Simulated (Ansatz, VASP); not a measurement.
As: VASP beside Ansatz

```
CELL_PARAMETERS angstrom
1.97374 1.13954 3.48577
-1.97374 1.13954 3.48577
0.00000 -2.27908 3.48577
ATOMIC_POSITIONS crystal
As 0.22754 0.22754 0.22754
As 0.77246 0.77246 0.77246
```

Change from the starting cell: strain +0.0500 x Voigt [1, 1, 0, 0, 0, 0], atoms carried along.

Alike in both runs: task single point; functional PBEsol; k mesh 18 × 18 × 18; occupations gaussian, width 0.15 eV; no spin polarisation.

```csv
,VASP,Ansatz
version,VASP 6.6.1,Ansatz 0.2.0
potentials or method,"VASP PAW PBE potentials, release 64 (As), cutoff 520 eV","scalar-relativistic, plane waves, PAW"
valence electrons in the cell,10,30
```

Ansatz gave:

| Property | Result |
| --- | --- |
| gap on the k mesh at the Fermi level (eV) | none |
| pressure (GPa) | -6.7 |
| traceless stress, the component that is largest in VASP (GPa) | 2.44 |
| rms of the force components (eV/Å) | 0.145 |

What did VASP give for the same quantities?

gap on the k mesh at the Fermi level (eV): none; pressure (GPa): -6.5; traceless stress, the component that is largest in VASP (GPa): 2.37; rms of the force components (eV/Å): 0.124.

VASP's potentials were made for PBE, not for PBEsol. Atom by atom the forces differ by 0.021 eV/Å (rms over components). A gap of «none» marks a metal or a gap that the smearing closes. The functional is the same, so the differences come from potentials, cutoffs and numerics. VASP's potentials hold 10 valence electrons a cell and Ansatz's 30, so a difference there can come from the potentials and not from the codes.
